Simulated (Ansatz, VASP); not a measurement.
# SnO2: VASP beside Ansatz

```
Sn O
1.0
     4.49077    0.00000    0.00000
     0.00000    4.49132    0.00000
     0.00000    0.00000    3.03399
Sn O
2 4
Direct
  0.50000 0.50000 0.50000
  0.00000 0.00000 0.00000
  0.30598 0.26726 0.00000
  0.80598 0.23274 0.50000
  0.19402 0.76726 0.50000
  0.69402 0.73274 0.00000
```

Alike in both runs: task single point; functional LDA; k mesh 6 × 6 × 8; occupations gaussian, width 0.05 eV; no spin polarisation.

|  | VASP | Ansatz |
| --- | --- | --- |
| version | VASP 6.6.1 | Ansatz 0.2.0 |
| potentials or method | VASP PAW LDA potentials, release 64 (Sn_d, O), cutoff 520 eV | scalar-relativistic, plane waves, PAW |
| valence electrons in the cell | 52 | 52 |

```tsv
	VASP	Ansatz	Ansatz less VASP
gap on the k mesh at the Fermi level (eV)	2.87	2.83	-0.037
least direct gap on the mesh (eV)	2.87	2.83	-0.037
rms of the force components (eV/Å)	1.924	1.927	+0.0038
```

LDA's correlation is that of Perdew and Zunger in VASP and of Perdew and Wang (1992) in Ansatz. Atom by atom the forces differ by 0.005 eV/Å (rms over components).
